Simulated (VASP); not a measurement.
Runs of VASP 6.6.1 on CdTe. The structure is that of space group F-43m (No. 216), or close to it. The cells are those of the table. 

```csv
cell,gap on the mesh (eV),pressure (GPa)
"a = 4.408 Å, angles 60.0°, 2 atoms",0.91,(a)
"a = 4.471 Å, angles 60.0°, 2 atoms",(b),2.4
"a = 4.592 Å, angles 60.0°, 2 atoms",0.53,-1.4
"a = 4.533 Å, angles 60.0°, 2 atoms",0.65,0.3
"a = 4.650 Å, angles 60.0°, 2 atoms",0.42,(c)
```

Alike in all rows: task single point; level LDA; potentials or basis VASP PAW LDA potentials, release 64 (Cd, Te); no spin polarisation; k mesh 6 × 6 × 6; cutoff (eV) 520; smearing gaussian 0.01 eV.

Problem. Fill in the values left out.

Solution. (a) 5.1; (b) 0.78; (c) -2.8.

Caveats: spin-orbit coupling is left out, which moves the levels of the heavy elements.

A k mesh can miss the band edges, and the runs leave out spin-orbit coupling on Cd, Te.
